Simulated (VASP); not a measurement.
# HfC (Fm-3m) in VASP: further runs

The runs below take HfC through single point, with RPBE+D3(BJ).

All numbers are computed with VASP 6.6.1; they aren't measurements. Logs are shortened: lines on timing, memory, paths and dates and some standing lists are left out, and cuts for length are marked.

**1. The cell of the first run**

Symmetry: Fm-3m, No. 225, cubic system. Conventional cell: a = 4.681 Å, b = 4.681 Å, c = 4.681 Å, α = 90.00°, β = 90.00°, γ = 90.00°. Within 3.1 Å of Hf (site symmetry m-3m) lie 6 C at 2.34 Å. Within 3.1 Å of C (site symmetry m-3m) lie 6 Hf at 2.34 Å.

**2. Single point, RPBE+D3(BJ), collinear spin, ferromagnetic start (volume scaled by 1.02)**

The input, INCAR:

```
  PREC = Accurate
  ENCUT = 520
  EDIFF = 1E-7
  ISMEAR = -1
  SIGMA = 0.1
  LREAL = False
  LASPH = True
  NELM = 150
  ALGO = Normal
  ISIF = 2
  LWAVE = False
  LCHARG = True
  ISPIN = 2
  MAGMOM = 1 0
  LORBIT = 11
  NUPDOWN = 1.0
  LMAXMIX = 4
  GGA = RP
  IVDW = 12
  LELF = True
  LVHAR = True
  NBANDS = 18
```

The input, KPOINTS:

```
Automatic mesh
0
Gamma
  10 10 10
```

The input, POSCAR:

```
HfC
1.0
    0.0000000000      2.3403977997      2.3403977997
    2.3403977997      0.0000000000      2.3403977997
    2.3403977997      2.3403977997      0.0000000000
Hf C
1 1
Direct
    0.5000000000      0.5000000000      0.5000000000
    0.0000000000      0.0000000000      0.0000000000
```

Potentials or basis: VASP PAW PBE potentials, release 64 (Hf_pv, C).

On the command line:

```
> cat potpaw_PBE.64/Hf_pv/POTCAR potpaw_PBE.64/C/POTCAR > POTCAR
> mpirun -np 1 vasp_std > vasp.out
```

OUTCAR:

```text
PREC = Accurate
   ENCUT = 520
   EDIFF = 1E-7
   ISMEAR = -1
   LREAL = False
   LASPH = True
   NELM = 150
   ISIF = 2
   ISPIN = 2
   LORBIT = 11
   NUPDOWN = 1.0
   GGA = RP
   IVDW = 12
 IVDW          = 12

 ion  position               nearest neighbor table
   1  0.500  0.500  0.500-   2 2.34   2 2.34   2 2.34   2 2.34   2 2.34   2 2.34
   2  0.000  0.000  0.000-   1 2.34   1 2.34   1 2.34   1 2.34   1 2.34   1 2.34

  LATTYP: Found a face centered cubic cell.
 ALAT       =     4.6807955994

  Lattice vectors:

 A1 = (   0.0000000000,   2.3403977997,   2.3403977997)
 A2 = (   2.3403977997,   0.0000000000,   2.3403977997)
 A3 = (   2.3403977997,   2.3403977997,   0.0000000000)

Analysis of symmetry for initial positions (statically):
=====================================================================
 Subroutine PRICEL returns:
 Original cell was already a primitive cell.

 Routine SETGRP: Setting up the symmetry group for a
 face centered cubic supercell.

 Subroutine GETGRP returns: Found 48 space group operations
 (whereof 48 operations were pure point group operations)
 out of a pool of 48 trial point group operations.

The static configuration has the point symmetry O_h .

Analysis of symmetry for dynamics (positions and initial velocities):
=====================================================================
 Subroutine PRICEL returns:
 Original cell was already a primitive cell.

 Routine SETGRP: Setting up the symmetry group for a
 face centered cubic supercell.

 Subroutine GETGRP returns: Found 48 space group operations
 (whereof 48 operations were pure point group operations)
 out of a pool of 48 trial point group operations.

The dynamic configuration has the point symmetry O_h .

Analysis of structural, dynamic, and magnetic symmetry:
=====================================================================
 Subroutine PRICEL returns:
 Original cell was already a primitive cell.

 Routine SETGRP: Setting up the symmetry group for a
 face centered cubic supercell.

 Subroutine GETGRP returns: Found 48 space group operations
 (whereof 48 operations were pure point group operations)
 out of a pool of 48 trial point group operations.

The overall configuration has the point symmetry O_h .

 Subroutine INISYM returns: Found 48 space group operations
 (whereof 48 operations are pure point group operations),
 and found     1 'primitive' translations

----------------------------------------------------------------------------------------

                                     Primitive cell

  volume of cell :      25.6389

  direct lattice vectors                    reciprocal lattice vectors
     0.000000000  2.340397800  2.340397800    -0.213638895  0.213638895  0.213638895
     2.340397800  0.000000000  2.340397800     0.213638895 -0.213638895  0.213638895
     2.340397800  2.340397800  0.000000000     0.213638895  0.213638895 -0.213638895

  length of vectors
     3.309822310  3.309822310  3.309822310     0.370033421  0.370033421  0.370033421

  position of ions in fractional coordinates (direct lattice)
     0.500000000  0.500000000  0.500000000
     0.000000000  0.000000000  0.000000000

  ion indices of the primitive-cell ions
   primitive index   ion index
                 1           1
                 2           2

----------------------------------------------------------------------------------------

 KPOINTS: Automatic mesh

Automatic generation of k-mesh.
 Grid dimensions read from file:
 generate k-points for:   10   10   10

 Generating k-lattice:

  Cartesian coordinates                     Fractional coordinates (reciprocal lattice)
    -0.021363890  0.021363890  0.021363890     0.100000000  0.000000000  0.000000000
     0.021363890 -0.021363890  0.021363890     0.000000000  0.100000000  0.000000000
     0.021363890  0.021363890 -0.021363890     0.000000000  0.000000000  0.100000000

  Length of vectors
     0.037003342  0.037003342  0.037003342

  Shift w.r.t. Gamma in fractional coordinates (k-lattice)
     0.000000000  0.000000000  0.000000000

 Subroutine IBZKPT returns following result:
 ===========================================

 Found     47 irreducible k-points:

 Following reciprocal coordinates:
            Coordinates               Weight
  0.000000  0.000000  0.000000      1.000000
  0.100000  0.000000  0.000000      8.000000
  0.200000  0.000000  0.000000      8.000000
  0.300000  0.000000  0.000000      8.000000
  0.400000  0.000000  0.000000      8.000000
  0.500000  0.000000  0.000000      4.000000
[... 16 lines left out ...]
  0.300000  0.300000  0.000000      6.000000
  0.400000  0.300000  0.000000     24.000000
 [... further k-points ...]
   k-points           NKPTS =     47   k-points in BZ     NKDIM =     47   number of bands    NBANDS=     18
   number of dos      NEDOS =    301   number of ions     NIONS =      2
   total plane-waves  NPLWV =  21952
   dimension x,y,z NGX =    28 NGY =   28 NGZ =   28
   dimension x,y,z NGXF=    56 NGYF=   56 NGZF=   56
   ions per type =               1   1
   NGX,Y,Z   is equivalent  to a cutoff of  14.06, 14.06, 14.06 a.u.
   NGXF,Y,Z  is equivalent  to a cutoff of  28.13, 28.13, 28.13 a.u.
 SYSTEM =  unknown system
   PREC   = accura    normal or accurate (medium, high low for compatibility)
   ISTART =      0    job   : 0-new  1-cont  2-samecut
   ICHARG =      2    charge: 1-file 2-atom 10-const
   ISPIN  =      2    spin polarized calculation?
   LNONCOLLINEAR =      F non collinear calculations
   LSORBIT =      F    spin-orbit coupling
   LASPH  =      T    aspherical Exc in radial PAW
   ENCUT  =  520.0 eV  38.22 Ry    6.18 a.u.   6.15  6.15  6.15*2*pi/ulx,y,z
   NELM   =    150;   NELMIN=  2; NELMDL= -5     # of ELM steps
   EDIFF  = 0.1E-06   stopping-criterion for ELM
   LREAL  =      F    real-space projection
   EDIFFG = 0.1E-05   stopping-criterion for IOM
   NSW    =      0    number of steps for IOM
   IBRION =     -1    ionic relax: 0-MD 1-quasi-New 2-CG
   NFREE  =      0    steps in history (QN), initial steepest desc. (CG)
   ISIF   =      2    stress and relaxation
   ISYM   =      2    0-nonsym 1-usesym 2-fastsym
   POTIM  = 0.5000    time-step for ionic-motion
   TEBEG  =    0.0;   TEEND  =   0.0 temperature during run
   PSTRESS=    0.0 pullay stress
   NELECT =      14.0000    total number of electrons
   NUPDOWN=       1.0000    fix difference up-down
   EMIN   =  10.00;   EMAX   =-10.00  energy-range for DOS
   EFERMI =   0.00;   METHOD = LEGACY
   ISMEAR =    -1;   SIGMA  =   0.10  broadening in eV -4-tet -1-fermi 0-gaus
   EFERMI_NEDOS =   21; number of points for ismear=-14 and -15
   IALGO  =     38    algorithm
   IMIX   =      4    mixing-type and parameters
     AMIX     =   0.40;   BMIX     =  1.00
     AMIX_MAG =   1.60;   BMIX_MAG =  1.00
  volume/ion in A,a.u.               =      12.82        86.51
  Fermi-wavevector in a.u.,A,eV,Ry     =   1.338087  2.528619 24.360932  1.790478
  Thomas-Fermi vector in A             =   2.466585
   LORBIT       =     11    0 simple, 1 ext, 2 COOP (PROOUT), +10 PAW based schemes
   GGA     = RP    functional components
   LHFCALC =     F    Hartree Fock is set to
   AEXX    =    0.0000 exact exchange contribution
   IVDW    =    12    specifies the selected vdW correction
   LEPSILON=     F    determine dielectric tensor
   LRPA    =     F    only Hartree local field effects (RPA)
 spin polarized calculation
  energy-cutoff  :      520.00
  volume of cell :       25.64
 maximum number of plane-waves:       701
 NGX is ok and might be reduce to    28
   NGX = 13   NGY = 13   NGZ = 13

 number of electron      14.0000001 magnetization       1.0000000

 Free energy of the ion-electron system (eV)
  ---------------------------------------------------
  ext. energy  EPLUGINS =         0.00000000
  ---------------------------------------------------
  free energy    TOTEN  =       -19.09454948 eV

  energy without entropy =      -19.06660385  energy(sigma->0) =      -19.08057667

 E-fermi :   4.5072     XC(G=0): -12.1232

 val. band max:        7.9653008193   @ k =  -0.4000   0.3000   0.0000
 cond. band min:       4.5196671566   @ k =   0.5000   0.5000   0.0000
 fundamental gap:     -3.4456336627
 Fermi energy:         8.0178214866

 spin component 1

 k-point     1 :       0.0000    0.0000    0.0000
  band No.  band energies     occupation
      1     -23.7521      1.00000
      2     -23.7521      1.00000
      3     -23.7521      1.00000
      4      -6.7567      1.00000
      5       6.3902      1.00000
      6       6.3902      1.00000
[... 10 lines left out ...]
     17      29.6555      0.00000
     18      29.6555      0.00000

 k-point     2 :       0.1000    0.0000    0.0000
  band No.  band energies     occupation
      1     -23.8173      1.00000
      2     -23.7584      1.00000
      3     -23.7584      1.00000
      4      -6.5168      1.00000
      5       5.1602      1.00000
      6       5.5312      1.00000
[... 10 lines left out ...]
     17      28.1804      0.00000
     18      28.1804      0.00000

 k-point     3 :       0.2000    0.0000    0.0000
  band No.  band energies     occupation
      1     -23.9838      1.00000
      2     -23.7747      1.00000
      3     -23.7747      1.00000
      4      -5.8459      1.00000
      5       3.4010      1.00000
      6       4.3554      1.00000
[... 412 lines left out ...]
 k-point    23 :       0.3000    0.3000    0.0000
  band No.  band energies     occupation
      1     -24.1373      1.00000
      2     -23.8963      1.00000
      3     -23.8963      1.00000
      4      -5.0137      1.00000
      5       1.8036      1.00000
      6       4.8379      1.00000
[... 10 lines left out ...]
     17      22.6483      0.00000
     18      22.6483      0.00000

 k-point    24 :       0.4000    0.3000    0.0000
  band No.  band energies     occupation
      1     -24.2168      1.00000
      2     -23.9389      1.00000
      3     -23.9194      1.00000
      4      -4.7538      1.00000
      5       1.8687      1.00000
      6       3.8617      1.00000
[... 10 lines left out ...]
     17      22.1843      0.00000
     18      24.8288      0.00000

 [... further k-points ...]

 spin component 2

 k-point     1 :       0.0000    0.0000    0.0000
  band No.  band energies     occupation
      1     -23.5644      1.00000
      2     -23.5644      1.00000
      3     -23.5644      1.00000
      4      -6.1275      1.00000
      5       7.0770      0.00000
      6       7.0770      0.00000
[... 10 lines left out ...]
     17      30.0867      0.00000
     18      30.0867      0.00000

 k-point     2 :       0.1000    0.0000    0.0000
  band No.  band energies     occupation
      1     -23.6271      1.00000
      2     -23.5705      1.00000
      3     -23.5705      1.00000
      4      -5.8878      1.00000
      5       5.7784      0.00000
      6       6.1374      0.00000
[... 10 lines left out ...]
     17      28.6473      0.00000
     18      28.6473      0.00000

 k-point     3 :       0.2000    0.0000    0.0000
  band No.  band energies     occupation
      1     -23.7875      1.00000
      2     -23.5864      1.00000
      3     -23.5864      1.00000
      4      -5.2161      1.00000
      5       4.0111      0.99304
      6       4.9274      0.01474
[... 412 lines left out ...]
 k-point    23 :       0.3000    0.3000    0.0000
  band No.  band energies     occupation
      1     -23.9360      1.00000
      2     -23.7039      1.00000
      3     -23.7039      1.00000
      4      -4.3768      1.00000
      5       2.3719      1.00000
      6       5.3344      0.00026
[... 10 lines left out ...]
     17      23.1988      0.00000
     18      23.1988      0.00000

 k-point    24 :       0.4000    0.3000    0.0000
  band No.  band energies     occupation
      1     -24.0130      1.00000
      2     -23.7451      1.00000
      3     -23.7263      1.00000
      4      -4.1145      1.00000
      5       2.4415      1.00000
      6       4.4172      0.71086
[... 10 lines left out ...]
     17      22.7411      0.00000
     18      25.3029      0.00000

 [... further k-points ...]

------------------------ aborting loop because EDIFF is reached ----------------------------------------

 Edisp (eV)   -4.49524

 E8    (eV) :    -3.2152

  FORCE on cell =-STRESS in cart. coord.  units (eV):
  Direction    XX          YY          ZZ          XY          YZ          ZX
  --------------------------------------------------------------------------------------
  -------------------------------------------------------------------------------------
  Total      -4.36563    -4.36563    -4.36563     0.00000    -0.00000    -0.00000
  in kB    -272.80869  -272.80869  -272.80869     0.00000    -0.00000    -0.00000
  external pressure =     -272.81 kB  Pullay stress =        0.00 kB

 VOLUME and BASIS-vectors are now :
 -----------------------------------------------------------------------------
  energy-cutoff  :      520.00
  volume of cell :       25.64
      direct lattice vectors                 reciprocal lattice vectors
     0.000000000  2.340397800  2.340397800    -0.213638895  0.213638895  0.213638895
     2.340397800  0.000000000  2.340397800     0.213638895 -0.213638895  0.213638895
     2.340397800  2.340397800  0.000000000     0.213638895  0.213638895 -0.213638895

 POSITION                                       TOTAL-FORCE (eV/Angst)
 -----------------------------------------------------------------------------------
      2.34040      2.34040      2.34040         0.000000      0.000000     -0.000000
      0.00000      0.00000      0.00000        -0.000000     -0.000000      0.000000
 -----------------------------------------------------------------------------------
    total drift:                                0.000000      0.000000      0.000000

  FREE ENERGIE OF THE ION-ELECTRON SYSTEM (eV)
  ---------------------------------------------------
  free  energy   TOTEN  =       -23.5897903850 eV

  energy  without entropy=      -23.5618447546  energy(sigma->0) =      -23.57581757

 total charge

# of ion       s       p       d       tot
------------------------------------------
    1        0.306   6.558   1.666   8.531
    2        0.888   1.478   0.000   2.366
--------------------------------------------------
tot          1.194   8.036   1.666  10.897

 magnetization (x)

# of ion       s       p       d       tot
------------------------------------------
    1        0.006   0.057   0.311   0.373
    2        0.012   0.257   0.000   0.269
--------------------------------------------------
tot          0.018   0.314   0.311   0.642
```

It took 33 s on 1 thread of AMD EPYC 9R45 (Zen 5), shared host; peak memory 0.17 GiB.

Results:

| Item | Value |
| --- | --- |
| Free energy | -23.5898 eV |
| Pressure | -27.3 GPa |
| Net moment | 1.00 μB per cell |
| Site moments | Hf +0.37; C +0.27 μB |
| Valence electrons inside the program's atomic spheres | Hf 8.53; C 2.37 |
| Dispersion energy per atom | -2.248 eV |

Caveat: three body term missing; the PAW data sets were made with another functional, which shifts forces and pressure a little; spin-orbit coupling is left out, which moves the levels of the heavy elements; the total moment is fixed, so each spin has its own Fermi level.

**3. Single point, RPBE+D3(BJ), collinear spin, ferromagnetic start (volume scaled by 1.04)**

The input, INCAR:

```
PREC     = Accurate       # precision mode
ENCUT    = 520            # plane-wave cutoff, eV
EDIFF    = 1E-7           # SCF threshold, eV
ISMEAR   = -1             # smearing method
SIGMA    = 0.1            # smearing width, eV
LREAL    = F              # projectors in reciprocal space
LASPH    = T              # aspherical terms in the spheres
NELM     = 150            # most SCF steps
ALGO     = Normal         # electronic algorithm
ISIF     = 2              # what is computed and relaxed
LWAVE    = F              # write WAVECAR
LCHARG   = F              # write CHGCAR
ISPIN    = 2              # spin polarisation
MAGMOM   = 1 0            # initial moments
LORBIT   = 11             # projections on sites
NUPDOWN  = 1.0            # fixed moment
LMAXMIX  = 4              # l up to which the mixer works
GGA      = RP             # functional
IVDW     = 12             # dispersion correction
NBANDS   = 18             # bands
```

The input, KPOINTS:

```
regular mesh
0
Gamma
  10 10 10
```

The input, POSCAR:

```
HfC
1.0
    0.0000000000      2.3555956139      2.3555956139
    2.3555956139      0.0000000000      2.3555956139
    2.3555956139      2.3555956139      0.0000000000
Hf C
1 1
Direct
    0.5000000000      0.5000000000      0.5000000000
    0.0000000000      0.0000000000      0.0000000000
```

Potentials or basis: VASP PAW PBE potentials, release 64 (Hf_pv, C).

On the command line:

```
> cat potpaw_PBE.64/Hf_pv/POTCAR potpaw_PBE.64/C/POTCAR > POTCAR
> mpirun -np 1 vasp_std > vasp.out
```

Run time: 30 s. Hardware: 1 thread of AMD EPYC 9R45 (Zen 5), shared host; peak memory 0.17 GiB.

Results (log left out):

```yaml
Free_energy: -23.4989 eV
Pressure: -30.7 GPa
Net_moment: 1.00 μB per cell
Site_moments: Hf +0.37; C +0.27 μB
Valence_electrons_inside_the_program's_atomic_spheres: Hf 8.47; C 2.35
Dispersion_energy_per_atom: -2.200 eV
```

Caveat: three body term missing; the PAW data sets were made with another functional, which shifts forces and pressure a little; spin-orbit coupling is left out, which moves the levels of the heavy elements; the total moment is fixed, so each spin has its own Fermi level.
